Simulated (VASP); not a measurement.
Wanted: the native input for a VASP 6.6.1 run.

```yaml
Task: single point
Functional: PBE
Potentials_or_basis: VASP PAW PBE potentials, release 64 (Ge_d, Si)
Cutoff: 520 eV
k_mesh: 7 × 7 × 1
Occupations: gaussian, width 0.1 eV
Spin: no spin polarisation
Dipole_correction: yes
Further_INCAR_settings: ALGO = Normal; EDIFF = 1e-07; NBANDS = 38
```

The structure of SiGe4 lies in POSCAR:

```
SiGe4
1.0
    4.0740542171      0.0000000000      0.0000000000
    0.0000000000      4.0740542171      0.0000000000
    0.0000000000      0.0000000000     19.8557569412
Ge Si
4 1
Direct
    0.0000000000      0.5000000000      0.2014529092
    0.0000000000      0.0000000000      0.2739958843
    0.5000000000      0.0000000000      0.3493666172
    0.5000000000      0.5000000000      0.4208228861
    0.8750000000      0.7500000000      0.4891961113
```

The input as run:

INCAR

```
SYSTEM = SiGe4
PREC = Accurate
ENCUT = 520
EDIFF = 1E-7
ISMEAR = 0
SIGMA = 0.1
LREAL = .False.
LASPH = .True.
NELM = 80
ALGO = Normal
ISIF = 2
LWAVE = .False.
LCHARG = .False.
LDIPOL = .True.
IDIPOL = 3
DIPOL = 0.5 0.5 0.347
GGA = PE
NBANDS = 38
```

KPOINTS

```
regular mesh
0
Gamma
  7 7 1
  0 0 0
```

Potentials or basis: VASP PAW PBE potentials, release 64 (Ge_d, Si).

The run is started by

```bash
$ cat potpaw_PBE.64/Ge_d/POTCAR potpaw_PBE.64/Si/POTCAR > POTCAR
$ mpirun -np 1 vasp_std > vasp.out
```

Results of the run:

| Item | Value |
| --- | --- |
| Largest force | 1.239 eV/Å |
| Band gap on the k mesh | zero (bands 30 and 31 overlap by 0.61 eV) |

It took 13 min on 1 thread of Intel Xeon 8259CL, with other jobs on the host, peak memory 0.52 GiB.
